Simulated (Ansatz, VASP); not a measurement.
# H9C6N5 in VASP and in Ansatz

```
N C H
1.0
     8.60875    0.00000    0.00000
     0.00000    8.60875    0.00000
     0.00000    0.00000    8.60875
N C H
10 12 18
Direct
  0.32594 0.00272 0.90971
  0.22312 0.95983 0.97317
  0.45960 0.52013 0.03502
  0.43687 0.63944 0.07567
  0.68591 0.80451 0.31583
  0.76965 0.32266 0.39229
  0.10831 0.61004 0.22958
  0.97225 0.84052 0.65029
  0.94377 0.24062 0.94623
  0.36537 0.25166 0.55176
  0.60681 0.65335 0.56637
  0.65159 0.73705 0.42739
  0.58541 0.16457 0.21084
  0.68740 0.25333 0.31063
  0.89220 0.65313 0.02080
  0.01210 0.62814 0.13652
  0.08630 0.97653 0.40415
  0.02263 0.90197 0.54109
  0.71051 0.19744 0.75670
  0.83989 0.22053 0.86216
  0.16839 0.45451 0.66197
  0.27779 0.34203 0.60077
  0.60595 0.52823 0.54191
  0.69115 0.67773 0.65889
  0.49066 0.69075 0.60358
  0.47124 0.22081 0.20390
  0.63644 0.15571 0.09420
  0.57327 0.04632 0.25755
  0.83414 0.76451 0.04391
  0.94238 0.65663 0.90333
  0.80548 0.55961 0.02824
  0.11185 0.88746 0.31651
  0.00228 0.05956 0.35611
  0.19310 0.03944 0.43451
  0.60868 0.26247 0.79672
  0.74137 0.23836 0.63957
  0.67996 0.07384 0.75004
  0.21709 0.51164 0.76514
  0.14045 0.54191 0.57332
  0.06125 0.39513 0.69705
```

Alike in both runs: functional PBE; k mesh 1 × 1 × 1; occupations fermi-dirac, width 0.05 eV; no spin polarisation.

Ansatz relaxed the structure, and its values are those at the end. VASP's run is a single point on that final structure, the one shown.

|  | VASP | Ansatz |
| --- | --- | --- |
| version | VASP 6.6.1 | Ansatz 0.2.0 |
| potentials or method | VASP PAW PBE potentials, release 64 (N, C, H), cutoff 520 eV | scalar-relativistic, plane waves, PAW |
| valence electrons in the cell | 116 | 116 |

|  | VASP | Ansatz | Ansatz less VASP |
| --- | --- | --- | --- |
| rms of the force components (eV/Å) | 0.317 | 0.042 | -0.2748 |

One of these differences is far larger than is usual between the two programs; its cause wasn't traced.

Noted on VASP's run: the standard files for N, O and F lose accuracy on very short bonds.
